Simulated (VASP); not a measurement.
# Zn2Sb (Fd-3m) in VASP: single point with PBE

Aim: the single point of Zn2Sb with PBE.

Program: VASP 6.6.1. These are calculated values, not measurements. Logs are shortened: lines on timing, memory, paths and dates and some standing lists are left out, and cuts for length are marked.

## Step 1: The cell of the first run

The structure is cubic, space group Fd-3m (No. 227). The conventional cell has a = 7.775 Å, b = 7.775 Å, c = 7.775 Å, α = 90.00°, β = 90.00°, γ = 90.00°. Zn (site symmetry -3m) has 6 Zn at 2.75 Å and 6 Sb at 3.22 Å within 3.6 Å. Within 4.2 Å of Sb (site symmetry -43m) lie 12 Zn at 3.22 Å and 4 Sb at 3.37 Å.

## Step 2: Single point, PBE

INCAR

```
SYSTEM = Zn2Sb
PREC     = Accurate       ! precision mode
ENCUT    = 520            ! plane-wave cutoff, eV
EDIFF    = 1E-6           ! SCF threshold, eV
ISMEAR   = 0              ! smearing method
SIGMA    = 0.1            ! smearing width, eV
LREAL    = .False.        ! projectors in reciprocal space
LASPH    = .True.         ! aspherical terms in the spheres
NELM     = 60             ! most SCF steps
ALGO     = Fast           ! electronic algorithm
ISIF     = 2              ! what is computed and relaxed
LWAVE    = .False.        ! write WAVECAR
LCHARG   = .False.        ! write CHGCAR
GGA      = PE             ! functional
NBANDS   = 38             ! bands
```

KPOINTS

```
regular mesh
0
Gamma
  8 8 8
  0 0 0
```

POSCAR

```
Zn2Sb
1.0
    0.0000000000      3.8876393818      3.8876393818
    3.8876393818      0.0000000000      3.8876393818
    3.8876393818      3.8876393818      0.0000000000
Zn Sb
4 2
Direct
    0.6250000000      0.6250000000      0.6250000000
    0.1250000000      0.6250000000      0.6250000000
    0.6250000000      0.6250000000      0.1250000000
    0.6250000000      0.1250000000      0.6250000000
    0.0000000000      0.0000000000      0.0000000000
    0.2500000000      0.2500000000      0.2500000000
```

Potentials or basis: VASP PAW PBE potentials, release 64 (Zn, Sb).

Run with:

```bash
cat potpaw_PBE.64/Zn/POTCAR potpaw_PBE.64/Sb/POTCAR > POTCAR
mpirun -np 1 vasp_std > vasp.out
```

OUTCAR:

```text
SYSTEM = Zn2Sb
   PREC = Accurate
   ENCUT = 520
   EDIFF = 1E-6
   ISMEAR = 0
   LREAL = .False.
   LASPH = .True.
   NELM = 60
   ISIF = 2
   GGA = PE

 ion  position               nearest neighbor table
   1  0.625  0.625  0.625-   2 2.75   3 2.75   4 2.75   3 2.75   4 2.75   2 2.75   6 3.22   5 3.22
                             6 3.22   5 3.22   6 3.22   5 3.22
   2  0.125  0.625  0.625-   1 2.75   3 2.75   4 2.75   1 2.75   3 2.75   4 2.75   5 3.22   6 3.22
                             5 3.22   5 3.22   6 3.22   6 3.22
   3  0.625  0.625  0.125-   1 2.75   1 2.75   2 2.75   4 2.75   4 2.75   2 2.75   6 3.22   5 3.22
                             6 3.22   5 3.22   6 3.22   5 3.22
   4  0.625  0.125  0.625-   1 2.75   3 2.75   1 2.75   2 2.75   3 2.75   2 2.75   5 3.22   6 3.22
                             5 3.22   6 3.22   6 3.22   5 3.22
   5  0.000  0.000  0.000-   1 3.22   3 3.22   4 3.22   1 3.22   2 3.22   3 3.22   1 3.22   2 3.22
                             4 3.22   2 3.22   3 3.22   4 3.22   6 3.37   6 3.37   6 3.37   6 3.37
   6  0.250  0.250  0.250-   2 3.22   3 3.22   4 3.22   1 3.22   2 3.22   4 3.22   1 3.22   2 3.22
                             3 3.22   1 3.22   3 3.22   4 3.22   5 3.37   5 3.37   5 3.37   5 3.37

  LATTYP: Found a face centered cubic cell.
 ALAT       =     7.7752787636

  Lattice vectors:

 A1 = (   0.0000000000,   3.8876393818,   3.8876393818)
 A2 = (   3.8876393818,   0.0000000000,   3.8876393818)
 A3 = (   3.8876393818,   3.8876393818,   0.0000000000)

Analysis of symmetry for initial positions (statically):
=====================================================================
 Subroutine PRICEL returns:
 Original cell was already a primitive cell.

 Routine SETGRP: Setting up the symmetry group for a
 face centered cubic supercell.

 Subroutine GETGRP returns: Found 48 space group operations
 (whereof 24 operations were pure point group operations)
 out of a pool of 48 trial point group operations.

The static configuration has the point symmetry T_d .
 The point group associated with its full space group is O_h .

Analysis of symmetry for dynamics (positions and initial velocities):
=====================================================================
 Subroutine PRICEL returns:
 Original cell was already a primitive cell.

 Routine SETGRP: Setting up the symmetry group for a
 face centered cubic supercell.

 Subroutine GETGRP returns: Found 48 space group operations
 (whereof 24 operations were pure point group operations)
 out of a pool of 48 trial point group operations.

The dynamic configuration has the point symmetry T_d .
 The point group associated with its full space group is O_h .

[... 114 lines left out ...]
   POTIM  = 0.5000    time-step for ionic-motion
   TEBEG  =    0.0;   TEEND  =   0.0 temperature during run
   PSTRESS=    0.0 pullay stress
   NELECT =      58.0000    total number of electrons
   NUPDOWN=      -1.0000    fix difference up-down
   EMIN   =  10.00;   EMAX   =-10.00  energy-range for DOS
   EFERMI =   0.00;   METHOD = LEGACY
   ISMEAR =     0;   SIGMA  =   0.10  broadening in eV -4-tet -1-fermi 0-gaus
   EFERMI_NEDOS =   21; number of points for ismear=-14 and -15
   IALGO  =     68    algorithm
   IMIX   =      4    mixing-type and parameters
     AMIX     =   0.40;   BMIX     =  1.00
     AMIX_MAG =   1.60;   BMIX_MAG =  1.00
  volume/ion in A,a.u.               =      19.59       132.17
  Fermi-wavevector in a.u.,A,eV,Ry     =   1.293763  2.444858 22.773754  1.673824
  Thomas-Fermi vector in A             =   2.425389
   LORBIT       =      0    0 simple, 1 ext, 2 COOP (PROOUT), +10 PAW based schemes
   GGA     = PE    functional components
   LHFCALC =     F    Hartree Fock is set to
   AEXX    =    0.0000 exact exchange contribution
   IVDW    =     0    specifies the selected vdW correction
   LEPSILON=     F    determine dielectric tensor
   LRPA    =     F    only Hartree local field effects (RPA)
 non-spin polarized calculation
 RMM-DIIS sequential band-by-band and
 Gauss-broadening in eV      SIGMA  =   0.10
  energy-cutoff  :      520.00
  volume of cell :      117.51
 maximum number of plane-waves:      3218
 NGX is ok and might be reduce to    42
   NGX = 21   NGY = 21   NGZ = 21

 number of electron      58.0000046 magnetization

 Free energy of the ion-electron system (eV)
  ---------------------------------------------------
  ext. energy  EPLUGINS =         0.00000000
  ---------------------------------------------------
  free energy    TOTEN  =       -11.61936087 eV

  energy without entropy =      -11.60221433  energy(sigma->0) =      -11.61078760

 E-fermi :   5.7133     XC(G=0): -10.8353

 val. band max:        5.6869455044   @ k =  -0.3750   0.3750   0.0000
 cond. band min:       5.7557883698   @ k =   0.0000   0.0000   0.0000
 fundamental gap:      0.0688428654
 Fermi energy:         5.7132856340

 k-point     1 :       0.0000    0.0000    0.0000
  band No.  band energies     occupation
      1      -6.4467      2.00000
      2      -2.8951      2.00000
      3      -2.3941      2.00000
      4      -2.3941      2.00000
      5      -2.3941      2.00000
      6      -2.2190      2.00000
[... 973 lines left out ...]
     37      11.4411      0.00000
     38      11.9511      0.00000

 [... further k-points ...]

------------------------ aborting loop because EDIFF is reached ----------------------------------------

  FORCE on cell =-STRESS in cart. coord.  units (eV):
  Direction    XX          YY          ZZ          XY          YZ          ZX
  --------------------------------------------------------------------------------------
  -------------------------------------------------------------------------------------
  Total        0.1378581      0.1378581      0.1378581     -0.0000000     -0.0000000      0.0000000
  in kB        1.8795550      1.8795550      1.8795550     -0.0000000     -0.0000000      0.0000000
  external PRESSURE =       1.8795550 kB  Pullay stress =       0.0000000 kB

 VOLUME and BASIS-vectors are now :
 -----------------------------------------------------------------------------
  energy-cutoff  :      520.00
  volume of cell :      117.51
      direct lattice vectors                 reciprocal lattice vectors
     0.000000000  3.887639382  3.887639382    -0.128612752  0.128612752  0.128612752
     3.887639382  0.000000000  3.887639382     0.128612752 -0.128612752  0.128612752
     3.887639382  3.887639382  0.000000000     0.128612752  0.128612752 -0.128612752

 POSITION                                       TOTAL-FORCE (eV/Angst)
 -----------------------------------------------------------------------------------
      4.85955      4.85955      4.85955        -0.000000     -0.000000     -0.000000
      4.85955      2.91573      2.91573        -0.000000     -0.000000     -0.000000
      2.91573      2.91573      4.85955        -0.000000     -0.000000     -0.000000
      2.91573      4.85955      2.91573        -0.000000     -0.000000     -0.000000
      0.00000      0.00000      0.00000        -0.000000     -0.000000     -0.000000
      1.94382      1.94382      1.94382         0.000000      0.000000      0.000000
 -----------------------------------------------------------------------------------
    total drift:                                0.000000      0.000000      0.000000

  FREE ENERGIE OF THE ION-ELECTRON SYSTEM (eV)
  ---------------------------------------------------
  free  energy   TOTEN  =       -11.6193608708 eV

  energy  without entropy=      -11.6022143253  energy(sigma->0) =      -11.61078760
```

OSZICAR:

```text
N       E                     dE             d eps       ncg     rms          rms(c)
DAV:   1     0.370849784398E+03    0.37085E+03   -0.26371E+04  2204   0.191E+03
DAV:   2     0.178457111064E+02   -0.35300E+03   -0.34403E+03  2216   0.404E+02
DAV:   3    -0.113205214089E+02   -0.29166E+02   -0.28680E+02  2474   0.118E+02
DAV:   4    -0.120233790683E+02   -0.70286E+00   -0.70077E+00  2396   0.176E+01
DAV:   5    -0.120316239267E+02   -0.82449E-02   -0.82441E-02  2396   0.183E+00    0.548E+00
RMM:   6    -0.116545422226E+02    0.37708E+00   -0.20975E+00  2321   0.117E+01    0.459E+00
RMM:   7    -0.116300197939E+02    0.24522E-01   -0.10321E-01  2477   0.339E+00    0.227E+00
RMM:   8    -0.116192112084E+02    0.10809E-01   -0.17381E-02  2440   0.769E-01    0.185E-01
RMM:   9    -0.116193075432E+02   -0.96335E-04   -0.21119E-03  2553   0.454E-01    0.105E-01
RMM:  10    -0.116194135650E+02   -0.10602E-03   -0.11833E-03  2485   0.264E-01    0.940E-02
RMM:  11    -0.116193578165E+02    0.55748E-04   -0.40776E-04  2427   0.195E-01    0.129E-02
RMM:  12    -0.116193605821E+02   -0.27656E-05   -0.30660E-05  2513   0.364E-02    0.209E-02
RMM:  13    -0.116193608708E+02   -0.28874E-06   -0.31049E-06  1757   0.133E-02
   1 F= -.11619361E+02 E0= -.11610788E+02  d E =-.171465E-01
```

stdout:

```text
POSCAR found type information on POSCAR ZnSb
 POSCAR found :  2 types and       6 ions
 scaLAPACK will be used
 LDA part: xc-table for (Slater+PW92), standard interpolation
 POSCAR, INCAR and KPOINTS ok, starting setup
 FFT: planning ... GRIDC
 FFT: planning ... GRID_SOFT
 FFT: planning ... GRID
 WAVECAR not read
 entering main loop
```

It took 2.1 min on 1 thread of Intel Xeon Platinum 8488C (Sapphire Rapids), shared host; peak memory 0.31 GiB.

What came out:

```yaml
Free_energy: -11.6194 eV
Pressure: 0.2 GPa
Band_gap_on_the_k_mesh: zero (band 29 reaches 7.27 eV, above the bottom of band 30 at 3.74 eV)
```

Levels at points of the mesh, in eV from the Fermi level:
```csv
k point,band 26,band 27,band 28,band 29,band 30,band 31,band 32,band 33
"(0.00, 0.00, 0.00)",-3.10,-2.71,-2.71,-2.71,-1.98,0.04,0.04,0.04
"(0.50, 0.00, 0.00)",-4.02,-2.61,-2.61,-0.47,0.20,1.32,1.32,2.24
"(0.50, 0.50, 0.00)",-5.27,0.17,0.17,1.23,1.23,1.73,1.73,3.17
```

Caveat: spin-orbit coupling is left out, which moves the levels of the heavy elements.
